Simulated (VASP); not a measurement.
LiGa, 4 atoms in the cell. It takes space group Fd-3m (No. 227, cubic). The conventional cell has a = 6.169 Å, b = 6.169 Å, c = 6.169 Å, α = 90.00°, β = 90.00°, γ = 90.00°. Within 3.5 Å of Li (site symmetry -43m) lie 10 Ga at 2.67 to 3.08 Å and 4 Li at 2.67 Å. Within 3.5 Å of Ga (site symmetry -43m) lie 10 Li at 2.67 to 3.08 Å and 4 Ga at 2.67 Å. 

```yaml
Program: VASP 6.6.1
Task: single point
Functional: r2SCAN
Potentials_or_basis: VASP PAW PBE potentials, release 64 (Li_sv, Ga_d)
Cutoff: 520 eV
k_mesh: 12 × 12 × 12
Occupations: gaussian, width 0.1 eV
Spin: no spin polarisation
Dipole_correction: no
Further_INCAR_settings: ALGO = Normal; EDIFF = 1e-06; NBANDS = 24
```

Potentials or basis: VASP PAW PBE potentials, release 64 (Li_sv, Ga_d).

Command:

```sh
$ cat potpaw_PBE.64/Li_sv/POTCAR potpaw_PBE.64/Ga_d/POTCAR > POTCAR
$ cp INCAR.step1 INCAR
$ mpirun -np 1 vasp_std > vasp.out
$ cp INCAR.step2 INCAR
$ mpirun -np 1 vasp_std > vasp.out
```

Hardware: 1 thread of Oxide Virtual Turin-like Processor (shared host).

Problem. Estimate the wall time of this run.

Solution. It took 6.8 min on 1 thread of Oxide Virtual Turin-like Processor, with other jobs on the host, peak memory 0.21 GiB. Counts: k points 72.
